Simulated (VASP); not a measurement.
# Zr (P6/mmm) in VASP: a series of runs

The runs below take Zr through single point, with BLYP.

Program: VASP 6.6.1. These are calculated values, not measurements. Logs are shortened: lines on timing, memory, paths and dates and some standing lists are left out, and cuts for length are marked.

### Step 1. The cell of the first run

The structure is hexagonal, space group P6/mmm (No. 191). The conventional cell has a = 4.967 Å, b = 4.967 Å, c = 3.090 Å, α = 90.00°, β = 90.00°, γ = 120.00°. Within 4.1 Å of Zr (site symmetry 6/mmm) lie 14 Zr at 3.09 to 3.26 Å. Zr (site symmetry -6m2) has 11 Zr at 2.87 to 3.26 Å within 3.8 Å.

This isn't the form of Zr at room conditions, which is hcp.

### Step 2. Single point, BLYP (22.01 Å³/atom)

INCAR

```
PREC = Accurate
ENCUT = 520
EDIFF = 1E-7
ISMEAR = -1
SIGMA = 0.1
LREAL = F
LASPH = T
NELM = 60
ALGO = Normal
ISIF = 2
LWAVE = F
LCHARG = F
GGA = B5
ALDAX = 1.0
AGGAX = 1.0
AGGAC = 1.0
ALDAC = 0.0
NBANDS = 25
```

KPOINTS

```
Automatic mesh
0
Gamma
  10 10 13
```

POSCAR

```
Zr
1.0
    4.9671939310      0.0000000000      0.0000000000
   -2.4835969655      4.3017161297      0.0000000000
    0.0000000000      0.0000000000      3.0904933706
Zr
3
Direct
    1.0000000000      1.0000000000      0.0000000000
    0.3333333333      0.6666666667      0.5000000000
    0.6666666667      0.3333333333      0.5000000000
```

Potentials or basis: VASP PAW PBE potentials, release 64 (Zr_sv).

Run with:

```console
$ cat potpaw_PBE.64/Zr_sv/POTCAR > POTCAR
$ mpirun -np 1 vasp_std > vasp.out
```

OUTCAR:

```text
PREC = Accurate
   ENCUT = 520
   EDIFF = 1E-7
   ISMEAR = -1
   LREAL = F
   LASPH = T
   NELM = 60
   ISIF = 2
   GGA = B5

 ion  position               nearest neighbor table
   1  0.000  0.000  0.000-   2 3.26   3 3.26   2 3.26   3 3.26   2 3.26   2 3.26   3 3.26   3 3.26
                             3 3.26   3 3.26   2 3.26   2 3.26
   2  0.333  0.667  0.500-   3 2.87   3 2.87   3 2.87   1 3.26   1 3.26   1 3.26   1 3.26   1 3.26
                             1 3.26
   3  0.667  0.333  0.500-   2 2.87   2 2.87   2 2.87   1 3.26   1 3.26   1 3.26   1 3.26   1 3.26
                             1 3.26

  LATTYP: Found a hexagonal cell.
 ALAT       =     4.9671939310
 C/A-ratio  =     0.6221809363

  Lattice vectors:

 A1 = (   4.9671939310,   0.0000000000,   0.0000000000)
 A2 = (  -2.4835969655,   4.3017161297,   0.0000000000)
 A3 = (   0.0000000000,   0.0000000000,   3.0904933706)

Analysis of symmetry for initial positions (statically):
=====================================================================
 Subroutine PRICEL returns:
 Original cell was already a primitive cell.

 Routine SETGRP: Setting up the symmetry group for a
 hexagonal supercell.

 Subroutine GETGRP returns: Found 24 space group operations
 (whereof 24 operations were pure point group operations)
 out of a pool of 24 trial point group operations.

The static configuration has the point symmetry D_6h.

Analysis of symmetry for dynamics (positions and initial velocities):
=====================================================================
 Subroutine PRICEL returns:
 Original cell was already a primitive cell.

 Routine SETGRP: Setting up the symmetry group for a
 hexagonal supercell.

 Subroutine GETGRP returns: Found 24 space group operations
 (whereof 24 operations were pure point group operations)
 out of a pool of 24 trial point group operations.

The dynamic configuration has the point symmetry D_6h.

 Subroutine INISYM returns: Found 24 space group operations
 (whereof 24 operations are pure point group operations),
 and found     1 'primitive' translations

----------------------------------------------------------------------------------------

                                     Primitive cell

  volume of cell :      66.0360

  direct lattice vectors                    reciprocal lattice vectors
     4.967193931  0.000000000  0.000000000     0.201320910  0.116232681  0.000000000
    -2.483596965  4.301716130  0.000000000     0.000000000  0.232465363  0.000000000
     0.000000000  0.000000000  3.090493371     0.000000000  0.000000000  0.323572932

  length of vectors
     4.967193931  4.967193931  3.090493371     0.232465363  0.232465363  0.323572932

  position of ions in fractional coordinates (direct lattice)
     0.000000000  0.000000000  0.000000000
     0.333333333  0.666666667  0.500000000
     0.666666667  0.333333333  0.500000000

  ion indices of the primitive-cell ions
   primitive index   ion index
                 1           1
                 2           2
                 3           3

----------------------------------------------------------------------------------------

 KPOINTS: Automatic mesh

Automatic generation of k-mesh.
 Grid dimensions read from file:
 generate k-points for:   10   10   13

 Generating k-lattice:

  Cartesian coordinates                     Fractional coordinates (reciprocal lattice)
     0.020132091  0.011623268  0.000000000     0.100000000 -0.000000000  0.000000000
     0.000000000  0.023246536  0.000000000     0.000000000  0.100000000  0.000000000
     0.000000000  0.000000000  0.024890226     0.000000000  0.000000000  0.076923077

  Length of vectors
     0.023246536  0.023246536  0.024890226

  Shift w.r.t. Gamma in fractional coordinates (k-lattice)
     0.000000000  0.000000000  0.000000000

 Subroutine IBZKPT returns following result:
 ===========================================

 Found     98 irreducible k-points:

 Following reciprocal coordinates:
            Coordinates               Weight
  0.000000  0.000000  0.000000      1.000000
  0.100000 -0.000000  0.000000      6.000000
  0.200000 -0.000000  0.000000      6.000000
  0.300000 -0.000000  0.000000      6.000000
  0.400000  0.000000  0.000000      6.000000
  0.500000 -0.000000  0.000000      3.000000
[... 16 lines left out ...]
  0.300000  0.100000  0.076923     24.000000
  0.400000  0.100000  0.076923     24.000000
 [... further k-points ...]
   k-points           NKPTS =     98   k-points in BZ     NKDIM =     98   number of bands    NBANDS=     25
   number of dos      NEDOS =    301   number of ions     NIONS =      3
   total plane-waves  NPLWV =  38400
   dimension x,y,z NGX =    40 NGY =   40 NGZ =   24
   dimension x,y,z NGXF=    80 NGYF=   80 NGZF=   48
   ions per type =               3
   NGX,Y,Z   is equivalent  to a cutoff of  13.39, 13.39, 12.91 a.u.
   NGXF,Y,Z  is equivalent  to a cutoff of  26.78, 26.78, 25.82 a.u.
 SYSTEM =  unknown system
   PREC   = accura    normal or accurate (medium, high low for compatibility)
   ISTART =      0    job   : 0-new  1-cont  2-samecut
   ICHARG =      2    charge: 1-file 2-atom 10-const
   ISPIN  =      1    spin polarized calculation?
   LNONCOLLINEAR =      F non collinear calculations
   LSORBIT =      F    spin-orbit coupling
   LASPH  =      T    aspherical Exc in radial PAW
   ENCUT  =  520.0 eV  38.22 Ry    6.18 a.u.   9.24  9.24  5.75*2*pi/ulx,y,z
   NELM   =     60;   NELMIN=  2; NELMDL= -5     # of ELM steps
   EDIFF  = 0.1E-06   stopping-criterion for ELM
   LREAL  =      F    real-space projection
   EDIFFG = 0.1E-05   stopping-criterion for IOM
   NSW    =      0    number of steps for IOM
   IBRION =     -1    ionic relax: 0-MD 1-quasi-New 2-CG
   NFREE  =      0    steps in history (QN), initial steepest desc. (CG)
   ISIF   =      2    stress and relaxation
   ISYM   =      2    0-nonsym 1-usesym 2-fastsym
   POTIM  = 0.5000    time-step for ionic-motion
   TEBEG  =    0.0;   TEEND  =   0.0 temperature during run
   PSTRESS=    0.0 pullay stress
   NELECT =      36.0000    total number of electrons
   NUPDOWN=      -1.0000    fix difference up-down
   EMIN   =  10.00;   EMAX   =-10.00  energy-range for DOS
   EFERMI =   0.00;   METHOD = LEGACY
   ISMEAR =    -1;   SIGMA  =   0.10  broadening in eV -4-tet -1-fermi 0-gaus
   EFERMI_NEDOS =   21; number of points for ismear=-14 and -15
   IALGO  =     38    algorithm
   IMIX   =      4    mixing-type and parameters
     AMIX     =   0.40;   BMIX     =  1.00
     AMIX_MAG =   1.60;   BMIX_MAG =  1.00
  volume/ion in A,a.u.               =      22.01       148.54
  Fermi-wavevector in a.u.,A,eV,Ry     =   1.337361  2.527247 24.334502  1.788535
  Thomas-Fermi vector in A             =   2.465916
   LORBIT       =      0    0 simple, 1 ext, 2 COOP (PROOUT), +10 PAW based schemes
   GGA     = B5    functional components
   LHFCALC =     F    Hartree Fock is set to
   AEXX    =    0.0000 exact exchange contribution
   IVDW    =     0    specifies the selected vdW correction
   LEPSILON=     F    determine dielectric tensor
   LRPA    =     F    only Hartree local field effects (RPA)
 non-spin polarized calculation
  energy-cutoff  :      520.00
  volume of cell :       66.04
 maximum number of plane-waves:      1806
 NGX is ok and might be reduce to    40
   NGX = 19   NGY = 19   NGZ = 11

 number of electron      36.0000000 magnetization

 Free energy of the ion-electron system (eV)
  ---------------------------------------------------
  ext. energy  EPLUGINS =         0.00000000
  ---------------------------------------------------
  free energy    TOTEN  =       -21.86659645 eV

  energy without entropy =      -21.76601104  energy(sigma->0) =      -21.81630374

 E-fermi :   9.9858     XC(G=0): -10.7581

 val. band max:        9.9820684903   @ k =   0.3000   0.2000   0.3846
 cond. band min:       9.9913508070   @ k =   0.5000  -0.0000   0.0769
 fundamental gap:      0.0092823167
 Fermi energy:         9.9857726660

 k-point     1 :       0.0000    0.0000    0.0000
  band No.  band energies     occupation
      1     -38.6848      2.00000
      2     -38.4299      2.00000
      3     -38.2102      2.00000
      4     -16.9943      2.00000
      5     -16.9943      2.00000
      6     -16.9499      2.00000
[... 17 lines left out ...]
     24      12.3418      0.00000
     25      12.3486      0.00000

 k-point     2 :       0.1000   -0.0000    0.0000
  band No.  band energies     occupation
      1     -38.6820      2.00000
      2     -38.4275      2.00000
      3     -38.2158      2.00000
      4     -17.0857      2.00000
      5     -17.0662      2.00000
      6     -16.8546      2.00000
[... 17 lines left out ...]
     24      11.9577      0.00000
     25      12.7852      0.00000

 k-point     3 :       0.2000   -0.0000    0.0000
  band No.  band energies     occupation
      1     -38.6747      2.00000
      2     -38.4197      2.00000
      3     -38.2316      2.00000
      4     -17.1825      2.00000
      5     -17.1019      2.00000
      6     -16.7470      2.00000
[... 17 lines left out ...]
     24      12.0717      0.00000
     25      13.2820      0.00000

 k-point     4 :       0.3000   -0.0000    0.0000
  band No.  band energies     occupation
      1     -38.6661      2.00000
      2     -38.4061      2.00000
      3     -38.2551      2.00000
      4     -17.2583      2.00000
      5     -17.0744      2.00000
      6     -16.6568      2.00000
[... 17 lines left out ...]
     24      12.5797      0.00000
     25      13.7848      0.00000

 k-point     5 :       0.4000    0.0000    0.0000
  band No.  band energies     occupation
      1     -38.6594      2.00000
      2     -38.3887      2.00000
      3     -38.2801      2.00000
      4     -17.3064      2.00000
      5     -16.9877      2.00000
      6     -16.6941      2.00000
[... 17 lines left out ...]
     24      13.1091      0.00000
     25      13.2142      0.00000

 k-point     6 :       0.5000   -0.0000    0.0000
  band No.  band energies     occupation
      1     -38.6569      2.00000
      2     -38.3788      2.00000
      3     -38.2928      2.00000
      4     -17.3228      2.00000
      5     -16.8935      2.00000
      6     -16.7933      2.00000
[... 17 lines left out ...]
     24      12.5450      0.00000
     25      13.7146      0.00000
[... 393 lines left out ...]
 k-point    21 :       0.1000    0.1000    0.0769
  band No.  band energies     occupation
      1     -38.6718      2.00000
      2     -38.4193      2.00000
      3     -38.2225      2.00000
      4     -17.1317      2.00000
      5     -17.1058      2.00000
      6     -16.7705      2.00000
[... 17 lines left out ...]
     24      11.9799      0.00000
     25      13.2983      0.00000

 k-point    22 :       0.2000    0.1000    0.0769
  band No.  band energies     occupation
      1     -38.6643      2.00000
      2     -38.4079      2.00000
      3     -38.2425      2.00000
      4     -17.1973      2.00000
      5     -17.1121      2.00000
      6     -16.7031      2.00000
[... 17 lines left out ...]
     24      12.3427      0.00000
     25      13.7982      0.00000

 k-point    23 :       0.3000    0.1000    0.0769
  band No.  band energies     occupation
      1     -38.6571      2.00000
      2     -38.3907      2.00000
      3     -38.2678      2.00000
      4     -17.2512      2.00000
      5     -17.0556      2.00000
      6     -16.7031      2.00000
[... 17 lines left out ...]
     24      12.8724      0.00000
     25      13.3071      0.00000

 k-point    24 :       0.4000    0.1000    0.0769
  band No.  band energies     occupation
      1     -38.6529      2.00000
      2     -38.3737      2.00000
      3     -38.2896      2.00000
      4     -17.2802      2.00000
      5     -16.9496      2.00000
      6     -16.8038      2.00000
[... 17 lines left out ...]
     24      12.6924      0.00000
     25      13.5374      0.00000

 [... further k-points ...]

------------------------ aborting loop because EDIFF is reached ----------------------------------------

  FORCE on cell =-STRESS in cart. coord.  units (eV):
  Direction    XX          YY          ZZ          XY          YZ          ZX
  --------------------------------------------------------------------------------------
  -------------------------------------------------------------------------------------
  Total        3.6179853      3.6179853      3.6662628      0.0000000      0.0000000      0.0000000
  in kB       87.7802279     87.7802279     88.9515441      0.0000000      0.0000000      0.0000000
  external PRESSURE =      88.1706666 kB  Pullay stress =       0.0000000 kB

 VOLUME and BASIS-vectors are now :
 -----------------------------------------------------------------------------
  energy-cutoff  :      520.00
  volume of cell :       66.04
      direct lattice vectors                 reciprocal lattice vectors
     4.967193931  0.000000000  0.000000000     0.201320910  0.116232681  0.000000000
    -2.483596965  4.301716130  0.000000000     0.000000000  0.232465363  0.000000000
     0.000000000  0.000000000  3.090493371     0.000000000  0.000000000  0.323572932

 POSITION                                       TOTAL-FORCE (eV/Angst)
 -----------------------------------------------------------------------------------
      0.00000      0.00000      0.00000         0.000000      0.000000     -0.000000
     -0.00000      2.86781      1.54525        -0.000000      0.000000     -0.000000
      2.48360      1.43391      1.54525         0.000000     -0.000000      0.000000
 -----------------------------------------------------------------------------------
    total drift:                                0.000000      0.000000      0.000000

  FREE ENERGIE OF THE ION-ELECTRON SYSTEM (eV)
  ---------------------------------------------------
  free  energy   TOTEN  =       -21.8665964533 eV

  energy  without entropy=      -21.7660110363  energy(sigma->0) =      -21.81630374
```

It took 1.8 min on 1 thread of AMD EPYC 9R45 (Zen 5), shared host; peak memory 0.23 GiB.

What came out:

- Free energy: -21.8666 eV
- Pressure: 8.8 GPa
- Band gap on the k mesh: zero (bands 18 and 19 overlap by 0.59 eV)

Caveat: the cell stands under pressure; the PAW data sets were made with another functional, which shifts forces and pressure a little.

### Step 3. Single point, BLYP (22.97 Å³/atom)

This run uses another cell than the first one, of 22.97 Å³/atom.

INCAR

```
SYSTEM = Zr
AGGAC    = 1.0          
AGGAX    = 1.0          
ALDAC    = 0.0          
ALDAX    = 1.0          
ALGO     = Normal         ! electronic algorithm
EDIFF    = 1E-6           ! SCF threshold, eV
ENCUT    = 520            ! plane-wave cutoff, eV
GGA      = B5             ! functional
ISIF     = 2              ! what is computed and relaxed
ISMEAR   = -1             ! smearing method
LASPH    = .True.         ! aspherical terms in the spheres
LCHARG   = .False.        ! write CHGCAR
LREAL    = .False.        ! projectors in reciprocal space
LWAVE    = .False.        ! write WAVECAR
NBANDS   = 25             ! bands
NELM     = 60             ! most SCF steps
PREC     = Accurate       ! precision mode
SIGMA    = 0.1            ! smearing width, eV
```

KPOINTS

```
k-points
0
Gamma
  10 10 13
  0 0 0
```

POSCAR

```
Zr
1.0
    5.0381634326      0.0000000000      0.0000000000
   -2.5190817163      4.3631775211      0.0000000000
    0.0000000000      0.0000000000      3.1346492415
Zr
3
Direct
    1.0000000000      1.0000000000      0.0000000000
    0.3333333333      0.6666666667      0.5000000000
    0.6666666667      0.3333333333      0.5000000000
```

Potentials or basis: VASP PAW PBE potentials, release 64 (Zr_sv).

Run with:

```console
$ cat potpaw_PBE.64/Zr_sv/POTCAR > POTCAR
$ mpirun -np 1 vasp_std > vasp.out
```

It took 94 s on 1 thread of AMD EPYC 9R45 (Zen 5), shared host; peak memory 0.24 GiB.

The run converged. Its results:

| Property | Result |
| --- | --- |
| Free energy | -21.9816 eV |
| Pressure | 4.1 GPa |
| Band gap on the k mesh | zero (bands 18 and 19 overlap by 0.54 eV) |

Stress tensor (GPa, compression positive):
```
4.04 0.00 0.00
0.00 4.04 0.00
0.00 0.00 4.13
```

Levels at points of the mesh, in eV from the Fermi level:
| k point | band 15 | band 16 | band 17 | band 18 | band 19 | band 20 | band 21 | band 22 |
| --- | --- | --- | --- | --- | --- | --- | --- | --- |
| (0.00, 0.00, 0.00) | -0.43 | -0.43 | -0.39 | -0.39 | -0.20 | 0.77 | 1.57 | 1.57 |
| (0.50, 0.00, 0.00) | -2.83 | -0.61 | -0.61 | -0.51 | 0.00 | 0.66 | 1.12 | 1.80 |

Caveat: the cell stands under pressure; the PAW data sets were made with another functional, which shifts forces and pressure a little.

### Step 4. Single point, BLYP

This run uses another cell than the first one, of 23.93 Å³/atom.

INCAR

```
  PREC = Accurate
  ENCUT = 520
  EDIFF = 1E-6
  ISMEAR = -1
  SIGMA = 0.1
  LREAL = F
  LASPH = T
  NELM = 80
  ALGO = Normal
  ISIF = 2
  LWAVE = F
  LCHARG = F
  GGA = B5
  ALDAX = 1.0
  AGGAX = 1.0
  AGGAC = 1.0
  ALDAC = 0.0
  NBANDS = 25
```

KPOINTS

```
regular mesh
0
Gamma
  10 10 13
```

POSCAR

```
Zr
1.0
    5.1071879473      0.0000000000      0.0000000000
   -2.5535939737      4.4229545043      0.0000000000
    0.0000000000      0.0000000000      3.1775949787
Zr
3
Direct
    1.0000000000      1.0000000000      0.0000000000
    0.3333333333      0.6666666667      0.5000000000
    0.6666666667      0.3333333333      0.5000000000
```

Run with:

```console
$ cat potpaw_PBE.64/Zr_sv/POTCAR > POTCAR
$ mpirun -np 1 vasp_std > vasp.out
```

Wall time 98 s (1 thread of AMD EPYC 9R45 (Zen 5), shared host); peak memory 0.24 GiB.

Results (log left out):

```
Free energy            : -22.0190 eV
Pressure               : 0.1 GPa
Band gap on the k mesh : zero (bands 18 and 19 overlap by 0.51 eV)
```

Levels at points of the mesh, in eV from the Fermi level:
```tsv
k point	band 15	band 16	band 17	band 18	band 19	band 20	band 21	band 22
(0.00, 0.00, 0.00)	-0.45	-0.45	-0.40	-0.40	-0.21	0.74	1.51	1.51
(0.50, 0.00, 0.00)	-2.74	-0.56	-0.56	-0.48	0.03	0.63	1.10	1.63
```

Caveat: the PAW data sets were made with another functional, which shifts forces and pressure a little.

### Step 5. Single point, BLYP (23.93 Å³/atom)

This run uses another cell than the first one, of 23.93 Å³/atom.

INCAR

```
SYSTEM = Zr
  AGGAC = 1.0
  AGGAX = 1.0
  ALDAC = 0.0
  ALDAX = 1.0
  ALGO = Normal
  EDIFF = 1E-6
  ENCUT = 520
  GGA = B5
  ISIF = 2
  ISMEAR = -1
  LASPH = .True.
  LCHARG = .False.
  LREAL = .False.
  LWAVE = .False.
  NBANDS = 25
  NELM = 100
  PREC = Accurate
  SIGMA = 0.1
```

KPOINTS

```
k-points
0
Gamma
  10 10 13
  0 0 0
```

POSCAR is that of step 4.

Run with:

```console
$ cat potpaw_PBE.64/Zr_sv/POTCAR > POTCAR
$ mpirun -np 1 vasp_std > vasp.out
```

Wall time 96 s (1 thread of AMD EPYC 9R45 (Zen 5), shared host); peak memory 0.24 GiB.

Results (log left out):

```yaml
Free_energy: -22.0190 eV
Pressure: 0.1 GPa
Band_gap_on_the_k_mesh: zero (bands 18 and 19 overlap by 0.51 eV)
```

Levels at points of the mesh, in eV from the Fermi level:
```csv
k point,band 15,band 16,band 17,band 18,band 19,band 20,band 21,band 22
"(0.00, 0.00, 0.00)",-0.45,-0.45,-0.40,-0.40,-0.21,0.74,1.51,1.51
"(0.50, 0.00, 0.00)",-2.74,-0.56,-0.56,-0.48,0.03,0.63,1.10,1.63
```

Caveat: the PAW data sets were made with another functional, which shifts forces and pressure a little.

### Step 6. The runs side by side

| cell | gap on the mesh (eV) | pressure (GPa) |
| --- | --- | --- |
| a = 4.967, b = 4.967, c = 3.090 Å, angles 90.0, 90.0, 120.0°, 3 atoms | none | 8.8 |
| a = 5.038, b = 5.038, c = 3.135 Å, angles 90.0, 90.0, 120.0°, 3 atoms | none | 4.1 |
| a = 5.107, b = 5.107, c = 3.178 Å, angles 90.0, 90.0, 120.0°, 3 atoms | none | 0.1 |

Alike in all rows: task single point; level BLYP; potentials or basis VASP PAW PBE potentials, release 64 (Zr_sv); no spin polarisation; k mesh 10 × 10 × 13; cutoff (eV) 520; smearing fermi-dirac 0.1 eV.

Caveats: the PAW data sets were made with another functional, which shifts forces and pressure a little; the cell stands under pressure (at least some runs).

Absolute energies hang on the potentials; compare differences alone.
